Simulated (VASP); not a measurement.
# C in VASP: single point with PBE

Aim: the single point of C with PBE.

All numbers are computed with VASP 6.6.1; they aren't measurements. Logs are shortened: lines on timing, memory, paths and dates and some standing lists are left out, and cuts for length are marked.

## Step 1: The cell of the first run

The cell holds a slab with vacuum, 19 atoms: a = 7.398 Å, b = 7.398 Å, c = 13.000 Å, α = 90.00°, β = 90.00°, γ = 120.00°.

## Step 2: Single point, PBE, collinear spin

The input, INCAR:

```
PREC     = Accurate       # precision mode
ENCUT    = 520            # plane-wave cutoff, eV
EDIFF    = 1E-6           # SCF threshold, eV
ISMEAR   = 0              # smearing method
SIGMA    = 0.02           # smearing width, eV
LREAL    = False          # projectors in reciprocal space
LASPH    = True           # aspherical terms in the spheres
NELM     = 200            # most SCF steps
ALGO     = Normal         # electronic algorithm
ISIF     = 2              # what is computed and relaxed
LWAVE    = False          # write WAVECAR
LCHARG   = True           # write CHGCAR
ISPIN    = 2              # spin polarisation
MAGMOM   = 0 0 0 0 0 0 0 0 0 0 0 0 0 0 0 0 0 0 0.13 # initial moments
LORBIT   = 11             # projections on sites
GGA      = PE             # functional
LELF     = True           # ELF
LVHAR    = True         
NBANDS   = 57             # bands
GGA_COMPAT= False        
NELMDL   = -8
```

The input, KPOINTS:

```
regular mesh
0
Gamma
  2 2 1
```

The input, POSCAR:

```
C
1.0
    7.3980000000      0.0000000000      0.0000000000
   -3.6990000000      6.4068560000      0.0000000000
    0.0000000000      0.0000000000     13.0000000000
C
19
Direct
    0.0020001620      0.0052579612      0.0692303846
    0.2238931035      0.1155799350      0.0692772308
    0.0022577596      0.3374865925      0.0747611538
    0.2248791877      0.4485104707      0.0709759231
    0.0010414414      0.6723464676      0.0708985385
    0.2236612065      0.7834000015      0.0747365385
    0.3302998066      0.0029399756      0.0771701538
    0.5528700478      0.1205165217      0.1012138462
    0.3347954070      0.3385883809      0.0703246154
    0.5577827984      0.4494758428      0.0692662308
    0.3359106855      0.6711290218      0.0747594615
    0.5554761297      0.7777768066      0.0771230769
    0.6730082203      0.0003113852      0.1011330769
    0.8955970782      0.1179146215      0.0771618462
    0.6704395235      0.3430926183      0.0771752308
    0.8900047795      0.4497375936      0.0747202308
    0.6681126507      0.6713623656      0.0691941538
    0.8911184718      0.7822626262      0.0702367692
    0.6130253312      0.0604188700      0.2021804615
```

Potentials or basis: VASP PAW PBE potentials, release 64 (C).

On the command line:

```bash
$ cat potpaw_PBE.64/C/POTCAR > POTCAR
$ mpirun -np 1 vasp_std > vasp.out
```

OUTCAR:

```text
PREC = Accurate
   ENCUT = 520
   EDIFF = 1E-6
   ISMEAR = 0
   LREAL = False
   LASPH = True
   NELM = 200
   ISIF = 2
   ISPIN = 2
   LORBIT = 11
   GGA = PE
   NELMDL = -8

 ion  position               nearest neighbor table
   1  0.002  0.005  0.069-  14 1.41   2 1.42  18 1.43
   2  0.224  0.116  0.069-   7 1.41   1 1.42   9 1.43
   3  0.002  0.337  0.075-  14 1.41   4 1.43  16 1.44
   4  0.225  0.449  0.071-   9 1.41  11 1.43   3 1.43
   5  0.001  0.672  0.071-  18 1.41  16 1.43   6 1.43
   6  0.224  0.783  0.075-   7 1.41   5 1.43  11 1.44
   7  0.330  0.003  0.077-   6 1.41   2 1.41   8 1.46
   8  0.553  0.121  0.101-   7 1.46  15 1.46  19 1.52  13 1.54
   9  0.335  0.339  0.070-   4 1.41  10 1.43   2 1.43
  10  0.558  0.449  0.069-  15 1.41  17 1.42   9 1.43
  11  0.336  0.671  0.075-  12 1.41   4 1.43   6 1.44
  12  0.555  0.778  0.077-  11 1.41  17 1.41  13 1.46
  13  0.673  0.000  0.101-  12 1.46  14 1.46  19 1.52   8 1.54
  14  0.896  0.118  0.077-   3 1.41   1 1.41  13 1.46
  15  0.670  0.343  0.077-  16 1.41  10 1.41   8 1.46
  16  0.890  0.450  0.075-  15 1.41   5 1.43   3 1.44
  17  0.668  0.671  0.069-  12 1.41  10 1.42  18 1.43
  18  0.891  0.782  0.070-   5 1.41   1 1.43  17 1.43
  19  0.613  0.060  0.202-   8 1.52  13 1.52

  LATTYP: Found a hexagonal cell.
 ALAT       =     7.3980000000
 C/A-ratio  =     1.7572316842

  Lattice vectors:

 A1 = (   7.3980000000,   0.0000000000,   0.0000000000)
 A2 = (  -3.6990000000,   6.4068560000,   0.0000000000)
 A3 = (   0.0000000000,   0.0000000000,  13.0000000000)

Analysis of symmetry for initial positions (statically):
=====================================================================
 Subroutine PRICEL returns:
 Original cell was already a primitive cell.

 Routine SETGRP: Setting up the symmetry group for a
 hexagonal supercell.

 Subroutine GETGRP returns: Found  1 space group operations
 (whereof  1 operations were pure point group operations)
 out of a pool of 24 trial point group operations.

The static configuration has the point symmetry C_1 .

Analysis of symmetry for dynamics (positions and initial velocities):
=====================================================================
 Subroutine PRICEL returns:
 Original cell was already a primitive cell.

 Routine SETGRP: Setting up the symmetry group for a
 hexagonal supercell.

 Subroutine GETGRP returns: Found  1 space group operations
 (whereof  1 operations were pure point group operations)
 out of a pool of 24 trial point group operations.

The dynamic configuration has the point symmetry C_1 .

Analysis of structural, dynamic, and magnetic symmetry:
=====================================================================
 Subroutine PRICEL returns:
 Original cell was already a primitive cell.

 Routine SETGRP: Setting up the symmetry group for a
 hexagonal supercell.

 Subroutine GETGRP returns: Found  1 space group operations
 (whereof  1 operations were pure point group operations)
 out of a pool of 24 trial point group operations.

The overall configuration has the point symmetry C_1 .

 Subroutine INISYM returns: Found  1 space group operations
 (whereof  1 operations are pure point group operations),
 and found     1 'primitive' translations

----------------------------------------------------------------------------------------

                                     Primitive cell

  volume of cell :     616.1730

  direct lattice vectors                    reciprocal lattice vectors
     7.398000000  0.000000000  0.000000000     0.135171668  0.078041398  0.000000000
    -3.699000000  6.406856000  0.000000000     0.000000000  0.156082796  0.000000000
     0.000000000  0.000000000 13.000000000     0.000000000  0.000000000  0.076923077

  length of vectors
     7.398000000  7.398000054 13.000000000     0.156082797  0.156082796  0.076923077

  position of ions in fractional coordinates (direct lattice)
     0.002000162  0.005257961  0.069230385
[... 74 lines left out ...]
   number of dos      NEDOS =    301   number of ions     NIONS =     19
   total plane-waves  NPLWV = 307328
   dimension x,y,z NGX =    56 NGY =   56 NGZ =   98
   dimension x,y,z NGXF=   112 NGYF=  112 NGZF=  196
   ions per type =              19
   NGX,Y,Z   is equivalent  to a cutoff of  12.58, 12.58, 12.53 a.u.
   NGXF,Y,Z  is equivalent  to a cutoff of  25.17, 25.17, 25.06 a.u.
 SYSTEM =  unknown system
   PREC   = accura    normal or accurate (medium, high low for compatibility)
   ISTART =      0    job   : 0-new  1-cont  2-samecut
   ICHARG =      2    charge: 1-file 2-atom 10-const
   ISPIN  =      2    spin polarized calculation?
   LNONCOLLINEAR =      F non collinear calculations
   LSORBIT =      F    spin-orbit coupling
   LASPH  =      T    aspherical Exc in radial PAW
   ENCUT  =  520.0 eV  38.22 Ry    6.18 a.u.  13.76 13.76 24.17*2*pi/ulx,y,z
   NELM   =    200;   NELMIN=  2; NELMDL= -8     # of ELM steps
   EDIFF  = 0.1E-05   stopping-criterion for ELM
   LREAL  =      F    real-space projection
   EDIFFG = 0.1E-04   stopping-criterion for IOM
   NSW    =      0    number of steps for IOM
   IBRION =     -1    ionic relax: 0-MD 1-quasi-New 2-CG
   NFREE  =      0    steps in history (QN), initial steepest desc. (CG)
   ISIF   =      2    stress and relaxation
   ISYM   =      2    0-nonsym 1-usesym 2-fastsym
   POTIM  = 0.5000    time-step for ionic-motion
   TEBEG  =    0.0;   TEEND  =   0.0 temperature during run
   PSTRESS=    0.0 pullay stress
   NELECT =      76.0000    total number of electrons
   NUPDOWN=      -1.0000    fix difference up-down
   EMIN   =  10.00;   EMAX   =-10.00  energy-range for DOS
   EFERMI =   0.00;   METHOD = LEGACY
   ISMEAR =     0;   SIGMA  =   0.02  broadening in eV -4-tet -1-fermi 0-gaus
   EFERMI_NEDOS =   21; number of points for ismear=-14 and -15
   IALGO  =     38    algorithm
   IMIX   =      4    mixing-type and parameters
     AMIX     =   0.40;   BMIX     =  1.00
     AMIX_MAG =   1.60;   BMIX_MAG =  1.00
  volume/ion in A,a.u.               =      32.43       218.85
  Fermi-wavevector in a.u.,A,eV,Ry     =   0.814914  1.539964  9.035424  0.664085
  Thomas-Fermi vector in A             =   1.924907
   LORBIT       =     11    0 simple, 1 ext, 2 COOP (PROOUT), +10 PAW based schemes
   GGA     = PE    functional components
   LHFCALC =     F    Hartree Fock is set to
   AEXX    =    0.0000 exact exchange contribution
   IVDW    =     0    specifies the selected vdW correction
   LEPSILON=     F    determine dielectric tensor
   LRPA    =     F    only Hartree local field effects (RPA)
 spin polarized calculation
 Gauss-broadening in eV      SIGMA  =   0.02
  energy-cutoff  :      520.00
  volume of cell :      616.17
 maximum number of plane-waves:     16651
 NGX is ok and might be reduce to    56
   NGX = 27   NGY = 27   NGZ = 49

 number of electron      76.0000001 magnetization       0.5000438

 Free energy of the ion-electron system (eV)
  ---------------------------------------------------
  ext. energy  EPLUGINS =         0.00000000
  ---------------------------------------------------
  free energy    TOTEN  =      -168.67951054 eV

  energy without entropy =     -168.67668663  energy(sigma->0) =     -168.67809858

 E-fermi :  -2.4430     XC(G=0):  -3.5577

 val. band max:       -2.4430023821   @ k =   0.0000   0.5000   0.0000
 cond. band min:      -2.4429425123   @ k =   0.5000   0.0000   0.0000
 fundamental gap:      0.0000598698
 Fermi energy:        -2.4429684917

 spin component 1

 k-point     1 :       0.0000    0.0000    0.0000
  band No.  band energies     occupation
      1     -22.0980      1.00000
      2     -20.3504      1.00000
      3     -19.3616      1.00000
      4     -19.3036      1.00000
      5     -19.2441      1.00000
      6     -19.1840      1.00000
[... 201 lines left out ...]
     49       3.9101      0.00000
     50       3.9754      0.00000
 Fermi energy:        -2.4429684917

 spin component 2

 k-point     1 :       0.0000    0.0000    0.0000
  band No.  band energies     occupation
      1     -22.0570      1.00000
      2     -20.2778      1.00000
      3     -19.3477      1.00000
      4     -19.2882      1.00000
      5     -19.2208      1.00000
      6     -19.1773      1.00000
[... 201 lines left out ...]
     49       3.9676      0.00000
     50       3.9769      0.00000
 [bands above 50 left out]

------------------------ aborting loop because EDIFF is reached ----------------------------------------

  FORCE on cell =-STRESS in cart. coord.  units (eV):
  Direction    XX          YY          ZZ          XY          YZ          ZX
  --------------------------------------------------------------------------------------
  -------------------------------------------------------------------------------------
  Total        3.8423849      5.1490272      0.0072145      1.1232248     -0.0015607      0.0012019
  in kB        9.9909965     13.3885370      0.0187593      2.9206170     -0.0040583      0.0031252
  external PRESSURE =       7.7994310 kB  Pullay stress =       0.0000000 kB

 VOLUME and BASIS-vectors are now :
 -----------------------------------------------------------------------------
  energy-cutoff  :      520.00
  volume of cell :      616.17
      direct lattice vectors                 reciprocal lattice vectors
     7.398000000  0.000000000  0.000000000     0.135171668  0.078041398  0.000000000
    -3.699000000  6.406856000  0.000000000     0.000000000  0.156082796  0.000000000
     0.000000000  0.000000000 13.000000000     0.000000000  0.000000000  0.076923077

 POSITION                                       TOTAL-FORCE (eV/Angst)
 -----------------------------------------------------------------------------------
     -0.00465      0.03369      0.89999        -0.007332     -0.000462     -0.001003
      1.22883      0.74050      0.90060         0.005720      0.007615     -0.005892
     -1.23166      2.16223      0.97189        -0.002145      0.001871     -0.001506
      0.00462      2.87354      0.92269         0.002695     -0.002384     -0.001891
     -2.47931      4.30763      0.92168        -0.004975      0.004658      0.000482
     -1.24315      5.01913      0.97158         0.006112     -0.012357     -0.001031
[... 11 lines left out ...]
      3.69891      5.01184      0.91308         0.002184     -0.003436     -0.003340
      4.31167      0.38709      2.62835        -0.000571     -0.002283      0.096010
 -----------------------------------------------------------------------------------
    total drift:                               -0.000578     -0.000736     -0.000492

  FREE ENERGIE OF THE ION-ELECTRON SYSTEM (eV)
  ---------------------------------------------------
  free  energy   TOTEN  =      -168.6795105359 eV

  energy  without entropy=     -168.6766866263  energy(sigma->0) =     -168.67809858

 total charge

# of ion       s       p       d       tot
------------------------------------------
    1        0.866   1.788   0.000   2.654
    2        0.866   1.788   0.000   2.654
    3        0.862   1.784   0.000   2.646
    4        0.863   1.791   0.000   2.654
    5        0.863   1.791   0.000   2.654
    6        0.862   1.784   0.000   2.646
[... 11 lines left out ...]
   18        0.861   1.798   0.000   2.659
   19        0.986   1.296   0.000   2.282
--------------------------------------------------
tot         16.486  33.475   0.000  49.961

 magnetization (x)

# of ion       s       p       d       tot
------------------------------------------
    1        0.000   0.006   0.000   0.006
    2        0.000   0.006   0.000   0.006
    3        0.000   0.010   0.000   0.011
    4       -0.000  -0.001   0.000  -0.002
    5       -0.000  -0.001   0.000  -0.002
    6        0.000   0.011   0.000   0.011
[... 11 lines left out ...]
   18       -0.000   0.001   0.000   0.001
   19        0.011   0.160   0.000   0.170
--------------------------------------------------
tot          0.022   0.240   0.000   0.262
```

It took 17 min on 1 thread of Oxide Virtual Turin-like, shared host; peak memory 0.89 GiB.

What came out:

- Free energy: -168.6795 eV
- Largest force: 0.096 eV/Å
- Net moment: 0.50 μB per cell
- Site moments: C +0.01, -0.00, -0.01, +0.00, +0.17 (each value once) μB
- Valence electrons inside the program's atomic spheres: C 2.65, 2.64, 2.66, 2.28 (each value once)

Forces in eV/Å, atoms in the order of the input:
```
C   -0.007  0.000 -0.001
C    0.006  0.008 -0.006
C   -0.002  0.002 -0.002
C    0.003 -0.002 -0.002
C   -0.005  0.005  0.000
C    0.006 -0.012 -0.001
C    0.005  0.009  0.000
C   -0.028  0.018 -0.033
C   -0.007 -0.001 -0.002
C    0.002 -0.006 -0.007
C   -0.008  0.000 -0.004
C    0.000  0.004 -0.003
C    0.033 -0.009 -0.027
C   -0.004 -0.007 -0.005
C    0.000 -0.009 -0.004
C    0.005 -0.001  0.001
C    0.000  0.010  0.001
C    0.002 -0.003 -0.003
C   -0.001 -0.002  0.096
```

Caveat: the k points lie up to 0.49 Å⁻¹ apart; there is no dipole correction, which matters where the two faces differ.
